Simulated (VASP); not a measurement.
Be, 2 atoms in the cell. It takes space group P6_3/mmc (No. 194, hexagonal). Conventional cell: a = 2.256 Å, b = 2.256 Å, c = 3.556 Å, α = 90.00°, β = 90.00°, γ = 120.00°. Within 2.9 Å of Be (site symmetry -6m2) lie 12 Be at 2.20 to 2.26 Å. 

| Quantity | Value |
| --- | --- |
| Program | VASP 6.6.1 |
| Task | vibrations by perturbation theory |
| Functional | PBEsol |
| Potentials or basis | VASP PAW PBE potentials, release 64 (Be) |
| Cutoff | 520 eV |
| k mesh | 21 × 21 × 12 |
| Occupations | fermi-dirac, width 0.15 eV |
| Spin | no spin polarisation |
| Dipole correction | no |
| Further INCAR settings | ALGO = Normal; EDIFF = 1e-08; NBANDS = 9; IBRION = 8; NSW = 1 |

Potentials or basis: VASP PAW PBE potentials, release 64 (Be).

Command:

```sh
$ cat potpaw_PBE.64/Be/POTCAR > POTCAR
$ mpirun -np 1 vasp_std > vasp.out
```

Hardware: 1 thread of Intel(R) Xeon(R) Platinum 8488C (Sapphire Rapids), with other jobs on the host.

Task: How long does it take, and how much memory?

Result: Run time: 2.7 min on 1 thread of Intel(R) Xeon(R) Platinum 8488C (Sapphire Rapids) (shared host), peak memory 0.49 GiB. Counts: scf iterations 29, k points 336.
